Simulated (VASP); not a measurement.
# Cd2Se3 (P3m1) in VASP: a series of runs

The runs below take Cd2Se3 through single point, relaxation of cell and atoms, with PBE.

Everything below comes from runs of VASP 6.6.1. Logs are shortened: lines on timing, memory, paths and dates and some standing lists are left out, and cuts for length are marked.

### Step 1. The cell of the first run

The structure is trigonal, space group P3m1 (No. 156). Conventional cell: a = 4.443 Å, b = 4.443 Å, c = 9.485 Å, α = 90.00°, β = 90.00°, γ = 120.00°. Within 3.6 Å of Cd (site symmetry 3m) lie 4 Se at 2.69 to 2.71 Å. Cd (site symmetry 3m) has 4 Se at 2.68 to 2.72 Å within 3.5 Å. Within 3.5 Å of Se (site symmetry 3m) lie 4 Cd at 2.68 to 2.69 Å. Within 3.2 Å of Se (site symmetry 3m) lie 1 Se at 2.39 Å and 3 Cd at 2.71 Å. Se (site symmetry 3m) has 1 Se at 2.39 Å and 1 Cd at 2.72 Å within 3.2 Å.

### Step 2. Single point, PBE

File INCAR:

```
ALGO     = Normal         # electronic algorithm
EDIFF    = 1E-6           # SCF threshold, eV
ENCUT    = 520            # plane-wave cutoff, eV
GGA      = PE             # functional
ISIF     = 2              # what is computed and relaxed
ISMEAR   = 0              # smearing method
LASPH    = T              # aspherical terms in the spheres
LCHARG   = F              # write CHGCAR
LREAL    = F              # projectors in reciprocal space
LWAVE    = F              # write WAVECAR
NBANDS   = 29             # bands
NELM     = 100            # most SCF steps
PREC     = Accurate       # precision mode
SIGMA    = 0.2            # smearing width, eV
```

File KPOINTS:

```
k-points
0
Gamma
  4 4 2
```

File POSCAR:

```
Cd2Se3
1.0
    4.4428698153      0.0000000000      0.0000000000
   -2.2214349077      3.8476381258      0.0000000000
    0.0000000000      0.0000000000      9.4848693907
Cd Se
2 3
Direct
    0.3333333333      0.6666666667      0.0936680915
    0.0000000000      0.0000000000      0.4611732158
    0.3333333333      0.6666666667      0.3777012194
    0.0000000000      0.0000000000      0.0002638956
    0.0000000000      0.0000000000      0.7481935778
```

Potentials or basis: VASP PAW PBE potentials, release 64 (Cd, Se).

Command:

```
> cat potpaw_PBE.64/Cd/POTCAR potpaw_PBE.64/Se/POTCAR > POTCAR
> mpirun -np 1 vasp_std > vasp.out
```

OUTCAR:

```text
EDIFF = 1E-6
   ENCUT = 520
   GGA = PE
   ISIF = 2
   ISMEAR = 0
   LASPH = T
   LREAL = F
   NELM = 100
   PREC = Accurate

 ion  position               nearest neighbor table
   1  0.333  0.667  0.094-   3 2.69   4 2.71   4 2.71   4 2.71
   2  0.000  0.000  0.461-   3 2.68   3 2.68   3 2.68   5 2.72
   3  0.333  0.667  0.378-   2 2.68   2 2.68   2 2.68   1 2.69
   4  0.000  0.000  0.000-   5 2.39   1 2.71   1 2.71   1 2.71
   5  0.000  0.000  0.748-   4 2.39   2 2.72

  LATTYP: Found a hexagonal cell.
 ALAT       =     4.4428698153
 C/A-ratio  =     2.1348519729

  Lattice vectors:

 A1 = (   4.4428698153,   0.0000000000,   0.0000000000)
 A2 = (  -2.2214349077,   3.8476381258,   0.0000000000)
 A3 = (   0.0000000000,   0.0000000000,   9.4848693907)

Analysis of symmetry for initial positions (statically):
=====================================================================
 Subroutine PRICEL returns:
 Original cell was already a primitive cell.

 Routine SETGRP: Setting up the symmetry group for a
 hexagonal supercell.

 Subroutine GETGRP returns: Found  6 space group operations
 (whereof  6 operations were pure point group operations)
 out of a pool of 24 trial point group operations.

The static configuration has the point symmetry C_3v.

Analysis of symmetry for dynamics (positions and initial velocities):
=====================================================================
 Subroutine PRICEL returns:
 Original cell was already a primitive cell.

 Routine SETGRP: Setting up the symmetry group for a
 hexagonal supercell.

 Subroutine GETGRP returns: Found  6 space group operations
 (whereof  6 operations were pure point group operations)
 out of a pool of 24 trial point group operations.

The dynamic configuration has the point symmetry C_3v.

 Subroutine INISYM returns: Found  6 space group operations
 (whereof  6 operations are pure point group operations),
 and found     1 'primitive' translations

----------------------------------------------------------------------------------------

                                     Primitive cell

  volume of cell :     162.1396

  direct lattice vectors                    reciprocal lattice vectors
     4.442869815  0.000000000  0.000000000     0.225079744  0.129949851  0.000000000
    -2.221434908  3.847638126  0.000000000     0.000000000  0.259899701  0.000000000
     0.000000000  0.000000000  9.484869391     0.000000000  0.000000000  0.105431078

  length of vectors
     4.442869815  4.442869815  9.484869391     0.259899701  0.259899701  0.105431078

  position of ions in fractional coordinates (direct lattice)
     0.333333333  0.666666667  0.093668091
     0.000000000  0.000000000  0.461173216
     0.333333333  0.666666667  0.377701219
     0.000000000  0.000000000  0.000263896
     0.000000000  0.000000000  0.748193578

  ion indices of the primitive-cell ions
   primitive index   ion index
                 1           1
                 2           2
                 3           3
                 4           4
                 5           5

----------------------------------------------------------------------------------------

 KPOINTS: k-points

Automatic generation of k-mesh.
 Grid dimensions read from file:
 generate k-points for:    4    4    2

 Generating k-lattice:

  Cartesian coordinates                     Fractional coordinates (reciprocal lattice)
     0.056269936  0.032487463  0.000000000     0.250000000 -0.000000000  0.000000000
     0.000000000  0.064974925  0.000000000     0.000000000  0.250000000  0.000000000
     0.000000000  0.000000000  0.052715539     0.000000000  0.000000000  0.500000000

  Length of vectors
     0.064974925  0.064974925  0.052715539

  Shift w.r.t. Gamma in fractional coordinates (k-lattice)
     0.000000000  0.000000000  0.000000000

 Subroutine IBZKPT returns following result:
 ===========================================

 Found      8 irreducible k-points:

 Following reciprocal coordinates:
            Coordinates               Weight
  0.000000  0.000000  0.000000      1.000000
  0.250000 -0.000000  0.000000      6.000000
  0.500000 -0.000000  0.000000      3.000000
  0.250000  0.250000  0.000000      6.000000
  0.000000  0.000000  0.500000      1.000000
  0.250000 -0.000000  0.500000      6.000000
  0.500000 -0.000000  0.500000      3.000000
  0.250000  0.250000  0.500000      6.000000
   k-points           NKPTS =      8   k-points in BZ     NKDIM =      8   number of bands    NBANDS=     29
   number of dos      NEDOS =    301   number of ions     NIONS =      5
   total plane-waves  NPLWV =  93312
   dimension x,y,z NGX =    36 NGY =   36 NGZ =   72
   dimension x,y,z NGXF=    72 NGYF=   72 NGZF=  144
   ions per type =               2   3
   NGX,Y,Z   is equivalent  to a cutoff of  13.47, 13.47, 12.62 a.u.
   NGXF,Y,Z  is equivalent  to a cutoff of  26.94, 26.94, 25.24 a.u.
 SYSTEM =  unknown system
[... 45 lines left out ...]
 NGX is ok and might be reduce to    36
   NGX = 17   NGY = 17   NGZ = 35

 number of electron      41.9999995 magnetization

 Free energy of the ion-electron system (eV)
  ---------------------------------------------------
  ext. energy  EPLUGINS =         0.00000000
  ---------------------------------------------------
  free energy    TOTEN  =       -12.77099150 eV

  energy without entropy =      -12.68546141  energy(sigma->0) =      -12.72822645

 E-fermi :   1.1905     XC(G=0):  -8.1838

 val. band max:        1.1085981461   @ k =   0.2500  -0.0000   0.5000
 cond. band min:       1.2382343367   @ k =   0.0000   0.0000   0.0000
 fundamental gap:      0.1296361907
 Fermi energy:         1.1904562155

 k-point     1 :       0.0000    0.0000    0.0000
  band No.  band energies     occupation
      1     -13.3252      2.00000
      2     -12.3828      2.00000
      3     -10.4662      2.00000
      4      -8.0085      2.00000
      5      -8.0085      2.00000
      6      -7.9246      2.00000
[... 21 lines left out ...]
     28       6.1782      0.00000
     29       6.1782      0.00000

 k-point     2 :       0.2500   -0.0000    0.0000
  band No.  band energies     occupation
      1     -13.2426      2.00000
      2     -12.2878      2.00000
      3     -10.3959      2.00000
      4      -7.9528      2.00000
      5      -7.9381      2.00000
      6      -7.8716      2.00000
[... 21 lines left out ...]
     28       6.6557      0.00000
     29       7.0799      0.00000

 k-point     3 :       0.5000   -0.0000    0.0000
  band No.  band energies     occupation
      1     -13.1585      2.00000
      2     -12.1914      2.00000
      3     -10.3265      2.00000
      4      -7.9090      2.00000
      5      -7.8936      2.00000
      6      -7.8571      2.00000
[... 21 lines left out ...]
     28       7.1377      0.00000
     29       7.9392      0.00000

 k-point     4 :       0.2500    0.2500    0.0000
  band No.  band energies     occupation
      1     -13.1590      2.00000
      2     -12.1921      2.00000
      3     -10.3266      2.00000
      4      -7.9219      2.00000
      5      -7.8823      2.00000
      6      -7.8389      2.00000
[... 21 lines left out ...]
     28       6.8414      0.00000
     29       7.1106      0.00000

 k-point     5 :       0.0000    0.0000    0.5000
  band No.  band energies     occupation
      1     -13.3189      2.00000
      2     -12.3948      2.00000
      3     -10.4697      2.00000
      4      -8.0083      2.00000
      5      -8.0083      2.00000
      6      -7.9644      2.00000
[... 21 lines left out ...]
     28       6.2334      0.00000
     29       6.3475      0.00000

 k-point     6 :       0.2500   -0.0000    0.5000
  band No.  band energies     occupation
      1     -13.2386      2.00000
      2     -12.2943      2.00000
      3     -10.4030      2.00000
      4      -7.9521      2.00000
      5      -7.9504      2.00000
      6      -7.8815      2.00000
[... 21 lines left out ...]
     28       6.3223      0.00000
     29       6.7429      0.00000

 k-point     7 :       0.5000   -0.0000    0.5000
  band No.  band energies     occupation
      1     -13.1567      2.00000
      2     -12.1926      2.00000
      3     -10.3363      2.00000
      4      -7.9205      2.00000
      5      -7.9075      2.00000
      6      -7.8190      2.00000
[... 21 lines left out ...]
     28       7.0772      0.00000
     29       7.2001      0.00000

 k-point     8 :       0.2500    0.2500    0.5000
  band No.  band energies     occupation
      1     -13.1572      2.00000
      2     -12.1933      2.00000
      3     -10.3365      2.00000
      4      -7.9196      2.00000
      5      -7.8925      2.00000
      6      -7.8208      2.00000
[... 21 lines left out ...]
     28       6.3599      0.00000
     29       6.9712      0.00000

------------------------ aborting loop because EDIFF is reached ----------------------------------------

  FORCE on cell =-STRESS in cart. coord.  units (eV):
  Direction    XX          YY          ZZ          XY          YZ          ZX
  --------------------------------------------------------------------------------------
  -------------------------------------------------------------------------------------
  Total        0.2165711      0.2165711      0.1770283     -0.0000000      0.0000000      0.0000000
  in kB        2.1400404      2.1400404      1.7492991     -0.0000000      0.0000000      0.0000000
  external PRESSURE =       2.0097933 kB  Pullay stress =       0.0000000 kB

 VOLUME and BASIS-vectors are now :
 -----------------------------------------------------------------------------
  energy-cutoff  :      520.00
  volume of cell :      162.14
      direct lattice vectors                 reciprocal lattice vectors
     4.442869815  0.000000000  0.000000000     0.225079744  0.129949851  0.000000000
    -2.221434908  3.847638126  0.000000000     0.000000000  0.259899701  0.000000000
     0.000000000  0.000000000  9.484869391     0.000000000  0.000000000  0.105431078

 POSITION                                       TOTAL-FORCE (eV/Angst)
 -----------------------------------------------------------------------------------
     -0.00000      2.56509      0.88843         0.000000     -0.000000     -0.005611
      0.00000      0.00000      4.37417         0.000000      0.000000      0.000336
     -0.00000      2.56509      3.58245        -0.000000      0.000000      0.007635
      0.00000      0.00000      0.00250        -0.000000      0.000000     -0.046497
      0.00000      0.00000      7.09652        -0.000000      0.000000      0.044138
 -----------------------------------------------------------------------------------
    total drift:                                0.000000     -0.000000      0.000408

  FREE ENERGIE OF THE ION-ELECTRON SYSTEM (eV)
  ---------------------------------------------------
  free  energy   TOTEN  =       -12.7709915004 eV

  energy  without entropy=      -12.6854614072  energy(sigma->0) =      -12.72822645
```

It took 52 s on 1 thread of Intel Xeon Platinum 8488C (Sapphire Rapids), shared host; peak memory 0.3 GiB.

Results:

```yaml
Free_energy: -12.7710 eV
Pressure: 0.2 GPa
Largest_force: 0.046 eV/Å
Band_gap_on_the_k_mesh: zero (bands 21 and 22 overlap by 0.04 eV)
```

Forces in eV/Å, atoms in the order of the input:
```
Cd   0.000  0.000 -0.006
Cd   0.000  0.000  0.000
Se   0.000  0.000  0.008
Se   0.000  0.000 -0.046
Se   0.000  0.000  0.044
```

Levels at points of the mesh, in eV from the Fermi level:
```
           k point  band 17  band 18  band 19  band 20  band 21  band 22  band 23  band 24  band 25  band 26
(0.00, 0.00, 0.00)    -2.51    -1.81    -1.81    -0.14     0.05     0.05     0.38     1.26     4.31     4.58
(0.50, 0.00, 0.00)    -3.28    -3.22    -2.58    -1.20    -0.32     0.06     1.56     2.11     3.68     4.65
(0.00, 0.00, 0.50)    -2.48    -1.88    -1.88    -1.53     0.09     0.09     0.53     1.88     4.35     4.45
(0.50, 0.00, 0.50)    -3.21    -2.84    -2.69    -1.52    -0.24     0.41     1.79     2.59     3.19     4.24
```

Caveat: the k points lie up to 0.41 Å⁻¹ apart; semilocal functionals underestimate gaps, and a narrow one can read as zero.

### Step 3. Relaxation of cell and atoms, PBE

This run uses another cell than the first one, of 30.10 Å³/atom.

File INCAR:

```
PREC = Accurate
ENCUT = 600
EDIFF = 1E-6
ISMEAR = 0
SIGMA = 0.2
LREAL = False
LASPH = True
NELM = 80
ALGO = Normal
ISIF = 3
LWAVE = False
LCHARG = False
GGA = PE
IBRION = 2
NSW = 36
EDIFFG = -0.08
```

File KPOINTS:

```
Automatic mesh
0
Gamma
  4 4 2
```

File POSCAR:

```
Cd2Se3
1.0
    4.3000000000      0.0000000000      0.0000000000
   -2.1500000000      3.7239092400      0.0000000000
    0.0000000000      0.0000000000      9.4000000000
Cd Se
2 3
Direct
    0.3333333300      0.6666666700      0.0940000000
    0.0000000000      0.0000000000      0.4670000000
    0.3333333300      0.6666666700      0.3730000000
    0.0000000000      0.0000000000      0.0000000000
    0.0000000000      0.0000000000      0.7470000000
```

Potentials or basis: VASP PAW PBE potentials, release 64 (Cd, Se).

Command:

```
> cat potpaw_PBE.64/Cd/POTCAR potpaw_PBE.64/Se/POTCAR > POTCAR
> mpirun -np 1 vasp_std > vasp.out
```

Run time: 4.3 min. Hardware: 1 thread of Intel Xeon Platinum 8488C (Sapphire Rapids), shared host; peak memory 0.33 GiB.

Results (log left out):

| Quantity | Value |
| --- | --- |
| Free energy | -12.7676 eV |
| Relaxed volume | 32.60 Å³/atom |
| Relaxed cell | a = 4.436 Å, b = 4.436 Å, c = 9.565 Å, α = 90.00°, β = 90.00°, γ = 120.00° |
| Space group after relaxing (to 0.1 Å) | P3m1 (No. 156) |
| Energy gained by relaxing | 21.4 meV/atom |
| Ionic steps | 9 |
| Pressure after relaxing | 0.0 GPa |
| Largest force after relaxing | 0.061 eV/Å |
| Band gap on the k mesh | zero (bands 21 and 22 overlap by 0.05 eV) |

Forces in eV/Å, atoms in the order of the input:
```
Cd   0.000  0.000  0.001
Cd   0.000  0.000 -0.029
Se   0.000  0.000  0.004
Se   0.000  0.000  0.061
Se   0.000  0.000 -0.038
```

Stress tensor (GPa, compression positive):
```
 0.05  0.00  0.00
 0.00  0.05  0.00
 0.00  0.00 -0.10
```

The path:
```
step  energy change (eV)  largest force (eV/Å)  pressure (GPa)  volume (Å³)
   1              0.0000                0.1310            3.00       150.52
   2             -0.0919                0.2376           -0.40       163.15
   3             -0.0947                0.2081            0.04       161.14
   4             -0.1005                0.1063            0.04       161.74
   5             -0.1023                0.1606            0.05       162.37
   6             -0.1024                0.1504            0.04       162.27
   7             -0.1044                0.0989           -0.01       162.70
   8             -0.1057                0.0838           -0.08       163.37
   9             -0.1069                0.0614            0.00       163.00
```

Final structure:
```yaml
crystal:
  lattice:
    - [4.43594, 0.00000, 0.00000]
    - [-2.21797, 3.84164, 0.00000]
    - [0.00000, 0.00000, 9.56474]
  atoms:
    - { symbol: Cd, position: [0.33333, 0.66667, 0.09400] }
    - { symbol: Cd, position: [0.00000, 0.00000, 0.46327] }
    - { symbol: Se, position: [0.33333, 0.66667, 0.37687] }
    - { symbol: Se, position: [0.00000, 0.00000, 0.99791] }
    - { symbol: Se, position: [0.00000, 0.00000, 0.74895] }
```

Levels at points of the mesh, in eV from the Fermi level:
```csv
k point,band 19,band 20,band 21,band 22,band 23,band 24
"(0.00, 0.00, 0.00)",-1.78,-0.14,0.05,0.05,0.40,1.31
"(0.50, 0.00, 0.00)",-2.54,-1.22,-0.32,0.06,1.53,2.18
"(0.00, 0.00, 0.50)",-1.85,-1.54,0.10,0.10,0.59,1.89
"(0.50, 0.00, 0.50)",-2.64,-1.53,-0.24,0.40,1.80,2.58
```

Caveat: the k points lie up to 0.41 Å⁻¹ apart in the final cell; semilocal functionals underestimate gaps, and a narrow one can read as zero; the relaxation stopped at a loose force limit of 0.08 eV/Å, so its end isn't a converged minimum.

### Step 4. Single point, PBE

This run uses another cell than the first one, of 32.50 Å³/atom.

File INCAR:

```
SYSTEM = Cd2Se3
  ALGO = Normal
  EDIFF = 1E-6
  ENCUT = 520
  GGA = PE
  ISIF = 2
  ISMEAR = 0
  LASPH = .True.
  LCHARG = .True.
  LELF = .True.
  LREAL = .False.
  LVHAR = .True.
  LWAVE = .False.
  NBANDS = 29
  NELM = 100
  PREC = Accurate
  SIGMA = 0.1
```

File KPOINTS:

```
k-points
0
Gamma
  12 12 4
  0 0 0
```

File POSCAR:

```
Cd2Se3
1.0
    4.4592549759      0.0000000000      0.0000000000
   -2.2296274880      3.8618280911      0.0000000000
    0.0000000000      0.0000000000      9.4369496176
Cd Se
2 3
Direct
    0.3333333333      0.6666666667      0.0917436996
    0.0000000000      0.0000000000      0.4605374690
    0.3333333333      0.6666666667      0.3799047168
    0.0000000000      0.0000000000     -0.0009256611
    0.0000000000      0.0000000000      0.7497397759
```

Command:

```
> cat potpaw_PBE.64/Cd/POTCAR potpaw_PBE.64/Se/POTCAR > POTCAR
> mpirun -np 1 vasp_std > vasp.out
```

It took 5 min on 1 thread of Intel Xeon Platinum 8488C (Sapphire Rapids), shared host; peak memory 0.46 GiB.

The run converged. Its results:

| Item | Value |
| --- | --- |
| Free energy | -12.7337 eV |
| Pressure | 0.2 GPa |
| Largest force | 0.004 eV/Å |
| Band gap on the k mesh | zero (bands 21 and 22 overlap by 0.12 eV) |

Forces in eV/Å, atoms in the order of the input:
```
Cd   0.000  0.000  0.001
Cd   0.000  0.000 -0.003
Se   0.000  0.000  0.004
Se   0.000  0.000 -0.002
Se   0.000  0.000  0.001
```

Levels at points of the mesh, in eV from the Fermi level:
| k point | band 19 | band 20 | band 21 | band 22 | band 23 | band 24 |
| --- | --- | --- | --- | --- | --- | --- |
| (0.00, 0.00, 0.00) | -1.99 | -0.30 | 0.06 | 0.06 | 0.21 | 1.27 |
| (0.50, 0.00, 0.00) | -2.75 | -1.17 | -0.31 | 0.06 | 1.40 | 1.97 |
| (0.00, 0.00, 0.50) | -2.05 | -1.62 | 0.10 | 0.10 | 0.35 | 1.84 |
| (0.50, 0.00, 0.50) | -2.86 | -1.51 | -0.23 | 0.40 | 1.65 | 2.51 |

Caveat: semilocal functionals underestimate gaps, and a narrow one can read as zero.

### Step 5. Summary

```csv
task,cell,k mesh,cutoff (eV),smearing,gap on the mesh (eV),pressure (GPa),largest force (eV/Å)
single point,"a = 4.443, b = 4.443, c = 9.485 Å, angles 90.0, 90.0, 120.0°, 5 atoms, atomic positions A",4 × 4 × 2,520,gaussian 0.2 eV,none,0.2,0.05
relaxation of cell and atoms,"relaxed from a = 4.300, b = 4.300, c = 9.400 Å, angles 90.0, 90.0, 120.0°, 5 atoms, atomic positions B",4 × 4 × 2,600,gaussian 0.2 eV,none,0.0,0.06
single point,"a = 4.459, b = 4.459, c = 9.437 Å, angles 90.0, 90.0, 120.0°, 5 atoms, atomic positions C",12 × 12 × 4,520,gaussian 0.1 eV,none,0.2,-
```

Alike in all rows: level PBE; potentials or basis VASP PAW PBE potentials, release 64 (Cd, Se); no spin polarisation.

Caveats: some runs use coarse meshes; semilocal functionals underestimate gaps, and a narrow one can read as zero; the relaxation stopped at a loose force limit of 0.08 eV/Å, so its end isn't a converged minimum (at least some runs).

Total energies depend on the potentials used, so only differences within one code and one set of settings carry meaning.

The gap in the log of VASP goes by the Fermi energy; the results here count the filled bands.